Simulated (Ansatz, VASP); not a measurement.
# Two plane-wave programs on PbO2

```
CELL_PARAMETERS angstrom
4.98385 0.00000 0.00000
0.00000 4.98385 0.00000
0.00000 0.00000 3.33947
ATOMIC_POSITIONS crystal
Pb 0.00000 0.00000 0.00000
Pb 0.50000 0.50000 0.50000
O 0.30658 0.30658 0.00000
O 0.19342 0.80658 0.50000
O 0.80658 0.19342 0.50000
O 0.69342 0.69342 0.00000
```

Change from the starting cell: uniaxial_z strain -2.0%.

Alike in both runs: task single point; functional PBE; k mesh 6 × 6 × 8; occupations fermi-dirac, width 0.02 eV; no spin polarisation.

|  | VASP | Ansatz |
| --- | --- | --- |
| version | VASP 6.6.1 | Ansatz 0.2.0 |
| potentials or method | VASP PAW PBE potentials, release 64 (Pb_d, O) | plane waves, PAW |
| plane-wave cutoff (eV) | 520 | 420 |
| valence electrons in the cell | 52 | 52 |

VASP gave:

* pressure (GPa): 10.5
* traceless stress, the component that is largest in VASP (GPa): 3.08
* rms of the force components (eV/Å): 0.029

**Question.** Estimate Ansatz's values.

**Answer.** Pressure (GPa): 10.2; traceless stress, the component that is largest in VASP (GPa): 2.95; rms of the force components (eV/Å): 0.024.

Atom by atom the forces differ by 0.006 eV/Å (rms over components).

Neither program's run includes spin-orbit coupling.
